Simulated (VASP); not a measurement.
Set up this calculation in VASP 6.6.1, as the native input.

```
Task                   : single point
Functional             : PBE
Potentials or basis    : VASP PAW PBE potentials, release 64 (Al)
Cutoff                 : 520 eV
k mesh                 : 16 × 16 × 16
Occupations            : fermi-dirac, width 0.08 eV
Spin                   : no spin polarisation
Dipole correction      : no
Further INCAR settings : ALGO = Normal; EDIFF = 1e-06; NBANDS = 8
```

The structure of Al lies in POSCAR:

```
Al
1.0
    2.1891474011      0.0000000000      0.0000000000
    0.0000000000      2.1891474011      0.0000000000
    0.0000000000      0.0000000000      2.1891474011
Al
1
Direct
    0.0000000000      0.0000000000      0.0000000000
```

This cell differs from its parent crystal: volume scaled by 0.52.

One way to write it, as run:

INCAR

```
PREC     = Accurate       # precision mode
ENCUT    = 520            # plane-wave cutoff, eV
EDIFF    = 1E-6           # SCF threshold, eV
ISMEAR   = -1             # smearing method
SIGMA    = 0.08           # smearing width, eV
LREAL    = F              # projectors in reciprocal space
LASPH    = T              # aspherical terms in the spheres
NELM     = 80             # most SCF steps
ALGO     = Normal         # electronic algorithm
ISIF     = 2              # what is computed and relaxed
LWAVE    = F              # write WAVECAR
LCHARG   = F              # write CHGCAR
GGA      = PE             # functional
NBANDS   = 8              # bands
```

KPOINTS

```
regular mesh
0
Gamma
  16 16 16
```

Potentials or basis: VASP PAW PBE potentials, release 64 (Al).

Run with:

```sh
$ cat potpaw_PBE.64/Al/POTCAR > POTCAR
$ mpirun -np 1 vasp_std > vasp.out
```

Results of the run:

The pressure is 138.3 GPa.

It took 2.2 s on 1 thread of Intel(R) Xeon(R) 6975P-C (Granite Rapids) (shared host), peak memory 0.11 GiB.
